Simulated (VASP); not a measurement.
# Na2I (P6/mmm) in VASP: a series of runs, part 2 of 2

VASP 6.6.1. The steps go on from the part before.

## Step 6: Relaxation of cell and atoms, PBE

This run uses another cell than the first one, of 36.74 Å³/atom, 1.099 times its volume.

Contents of INCAR:

```
SYSTEM = Na2I
PREC     = Accurate       ! precision mode
ENCUT    = 600            ! plane-wave cutoff, eV
EDIFF    = 1E-6           ! SCF threshold, eV
ISMEAR   = 0              ! smearing method
SIGMA    = 0.1            ! smearing width, eV
LREAL    = .False.        ! projectors in reciprocal space
LASPH    = .True.         ! aspherical terms in the spheres
NELM     = 60             ! most SCF steps
ALGO     = Normal         ! electronic algorithm
ISIF     = 3              ! what is computed and relaxed
LWAVE    = .False.        ! write WAVECAR
LCHARG   = .False.        ! write CHGCAR
GGA      = PE             ! functional
IBRION   = 2              ! ionic algorithm
NSW      = 100            ! ionic steps
EDIFFG   = -0.01          ! ionic threshold
```

Contents of KPOINTS:

```
regular mesh
0
Gamma
  12 12 12
  0 0 0
```

Contents of POSCAR:

```
Na2I
1.0
    5.6472153873      0.0000000000      0.0000000000
   -2.8236076937      4.8906319861      0.0000000000
    0.0000000000      0.0000000000      3.9908796538
Na I
2 1
Direct
    0.3333333333      0.6666666667      0.0000000000
    0.6666666667      0.3333333333      0.0000000000
    0.0000000000      0.0000000000      0.5000000000
```

Potentials or basis: VASP PAW PBE potentials, release 64 (Na_pv, I).

Started as:

```bash
$ cat potpaw_PBE.64/Na_pv/POTCAR potpaw_PBE.64/I/POTCAR > POTCAR
$ mpirun -np 1 vasp_std > vasp.out
```

OUTCAR:

```text
SYSTEM = Na2I
   PREC = Accurate
   ENCUT = 600
   EDIFF = 1E-6
   ISMEAR = 0
   LREAL = .False.
   LASPH = .True.
   NELM = 60
   ISIF = 3
   GGA = PE
   IBRION = 2
   NSW = 100
   EDIFFG = -0.01

 ion  position               nearest neighbor table
   1  0.333  0.667  0.000-
   2  0.667  0.333  0.000-
   3  0.000  0.000  0.500-

  LATTYP: Found a hexagonal cell.
 ALAT       =     5.6472153873
 C/A-ratio  =     0.7066986789

  Lattice vectors:

 A1 = (   5.6472153873,   0.0000000000,   0.0000000000)
 A2 = (  -2.8236076937,   4.8906319861,   0.0000000000)
 A3 = (   0.0000000000,   0.0000000000,   3.9908796538)

Analysis of symmetry for initial positions (statically):
=====================================================================
 Subroutine PRICEL returns:
 Original cell was already a primitive cell.

 Routine SETGRP: Setting up the symmetry group for a
 hexagonal supercell.

 Subroutine GETGRP returns: Found 24 space group operations
 (whereof 24 operations were pure point group operations)
 out of a pool of 24 trial point group operations.

[... 176 lines left out ...]
  external PRESSURE =      -0.7541427 kB  Pullay stress =       0.0000000 kB
[... 61 lines left out ...]
--------------------------------------- Ionic step        3  -------------------------------------------

 number of electron      21.0000008 magnetization

 Free energy of the ion-electron system (eV)
  ---------------------------------------------------
  ext. energy  EPLUGINS =         0.00000000
  ---------------------------------------------------
  free energy    TOTEN  =        -5.45675418 eV

  energy without entropy =       -5.44929898  energy(sigma->0) =       -5.45302658

 E-fermi :   2.8797     XC(G=0):  -7.2263

 val. band max:        2.8542765979   @ k =   0.4167   0.0000   0.5000
 cond. band min:       2.8871137732   @ k =   0.4167   0.0000   0.2500
 fundamental gap:      0.0328371753
 Fermi energy:         2.8797061719

 k-point     1 :       0.0000    0.0000    0.0000
  band No.  band energies     occupation
      1     -23.2595      2.00000
      2     -23.2595      2.00000
      3     -23.2146      2.00000
      4     -23.2146      2.00000
      5     -23.2064      2.00000
      6     -23.1962      2.00000
      7     -11.0288      2.00000
      8      -1.1588      2.00000
      9      -1.1588      2.00000
     10       0.4696      2.00000
     11       0.7401      2.00000
     12       4.4911      0.00000
     13       4.4911      0.00000
     14       5.9245      0.00000
[... 377 lines left out ...]
      1     -23.2623      2.00000
      2     -23.2520      2.00000
      3     -23.2223      2.00000
      4     -23.2117      2.00000
      5     -23.2049      2.00000
      6     -23.1989      2.00000
      7     -10.9796      2.00000
      8      -1.8684      2.00000
      9      -1.2612      2.00000
     10       0.2294      2.00000
     11       2.1634      2.00000
     12       3.5898      0.00000
     13       5.5982      0.00000
     14       6.7513      0.00000

 [... further k-points ...]

------------------------ aborting loop because EDIFF is reached ----------------------------------------

  FORCE on cell =-STRESS in cart. coord.  units (eV):
  Direction    XX          YY          ZZ          XY          YZ          ZX
  --------------------------------------------------------------------------------------
  -------------------------------------------------------------------------------------
  Total        0.0248054      0.0248054     -0.0210514     -0.0000000      0.0000000      0.0000000
  in kB        0.3642223      0.3642223     -0.3091012     -0.0000000      0.0000000      0.0000000
  external PRESSURE =       0.1397811 kB  Pullay stress =       0.0000000 kB
[... 18 lines left out ...]
  FREE ENERGIE OF THE ION-ELECTRON SYSTEM (eV)
  ---------------------------------------------------
  free  energy   TOTEN  =        -5.4567541770 eV

  energy  without entropy=       -5.4492989806  energy(sigma->0) =       -5.45302658

 reached required accuracy - stopping structural energy minimisation
```

OSZICAR:

```text
N       E                     dE             d eps       ncg     rms          rms(c)
DAV:   1     0.156377566105E+03    0.15638E+03   -0.10864E+04  3724   0.149E+03
DAV:   2     0.840952382275E+01   -0.14797E+03   -0.14613E+03  3970   0.346E+02
DAV:   3    -0.524597991777E+01   -0.13656E+02   -0.13393E+02  4576   0.106E+02
DAV:   4    -0.561609137725E+01   -0.37011E+00   -0.36937E+00  4720   0.173E+01
[... 21 lines left out ...]
DAV:   3    -0.545693707083E+01    0.26726E-02   -0.52080E-03  4396   0.792E-01    0.110E-01
DAV:   4    -0.545680333630E+01    0.13373E-03   -0.14179E-04  4226   0.140E-01    0.962E-02
DAV:   5    -0.545675532306E+01    0.48013E-04   -0.53433E-05  4330   0.723E-02    0.156E-02
DAV:   6    -0.545675422988E+01    0.10932E-05   -0.10618E-05  4228   0.371E-02    0.668E-03
DAV:   7    -0.545675417698E+01    0.52901E-07   -0.35788E-07  2210   0.467E-03
   3 F= -.54567542E+01 E0= -.54530266E+01  d E =-.119587E-02
```

CONTCAR:

```text
Na2I
   1.00000000000000
     5.6515970061626088   -0.0000000000000448    0.0000000000000000
    -2.8257985031313821    4.8944265793448727    0.0000000000000000
     0.0000000000000000   -0.0000000000000000    3.9447317235077310
  Na              I
     2     1
Direct
     0.3333333332999970    0.6666666667000030    0.0000000000000000
     0.6666666667000030    0.3333333332999970    0.0000000000000000
     0.0000000000000000    1.0000000000000000    0.5000000000000000

  0.00000000E+00  0.00000000E+00  0.00000000E+00
  0.00000000E+00  0.00000000E+00  0.00000000E+00
  0.00000000E+00  0.00000000E+00  0.00000000E+00
```

Wall time 14 min (1 thread of Oxide Virtual Turin-like, shared host); peak memory 0.41 GiB.

Results:

```
Free energy                            : -5.4568 eV
Relaxed volume                         : 36.37 Å³/atom
Relaxed cell                           : a = 5.652 Å, b = 5.652 Å, c = 3.945 Å, α = 90.00°, β = 90.00°, γ = 120.00°
Space group after relaxing (to 0.05 Å) : P6/mmm (No. 191)
Energy gained by relaxing              : 0.4 meV/atom
Ionic steps                            : 3
Pressure after relaxing                : 0.0 GPa
```

Step by step:
| step | energy change (eV) | largest force (eV/Å) | pressure (GPa) | volume (Å³) |
| --- | --- | --- | --- | --- |
| 1 | 0.0000 | 0.0000 | -0.08 | 110.22 |
| 2 | -0.0005 | 0.0000 | -0.06 | 109.95 |
| 3 | -0.0012 | 0.0000 | 0.01 | 109.12 |

Final structure:
```
CELL_PARAMETERS angstrom
5.65160 0.00000 0.00000
-2.82580 4.89443 0.00000
0.00000 0.00000 3.94473
ATOMIC_POSITIONS crystal
Na 0.33333 0.66667 0.00000
Na 0.66667 0.33333 0.00000
I 0.00000 0.00000 0.50000
```

Caveat: spin-orbit coupling is left out, which moves the levels of the heavy elements; an odd number of electrons without spin polarisation forces a metal; a magnetic or distorted state may lie lower.

## Step 7: Summary

```tsv
task	cell	k mesh	cutoff (eV)	gap on the mesh (eV)	pressure (GPa)	relaxed volume (Å³/atom)
single point	a = 4.779, b = 4.779, c = 5.069 Å, angles 90.0, 90.0, 120.0°, 3 atoms	6 × 6 × 4	520	none	1.6	-
single point	a = 5.647, b = 5.647, c = 3.991 Å, angles 90.0, 90.0, 120.0°, 3 atoms	6 × 6 × 4	520	none	0.0	-
relaxation of cell and atoms	relaxed from a = 4.779, b = 4.779, c = 5.069 Å, angles 90.0, 90.0, 120.0°, 3 atoms	6 × 6 × 4	600	none	0.1	36.25
single point	a = 5.662, b = 5.662, c = 3.935 Å, angles 90.0, 90.0, 120.0°, 3 atoms	12 × 12 × 12	520	none	0.0	-
relaxation of cell and atoms	relaxed from a = 5.647, b = 5.647, c = 3.991 Å, angles 90.0, 90.0, 120.0°, 3 atoms	12 × 12 × 12	600	none	0.0	36.37
```

Alike in all rows: level PBE; potentials or basis VASP PAW PBE potentials, release 64 (Na_pv, I); no spin polarisation; smearing gaussian 0.1 eV.

Caveats: some runs use coarse meshes; spin-orbit coupling is left out, which moves the levels of the heavy elements; an odd number of electrons without spin polarisation forces a metal; a magnetic or distorted state may lie lower.

Absolute energies hang on the potentials; compare differences alone.
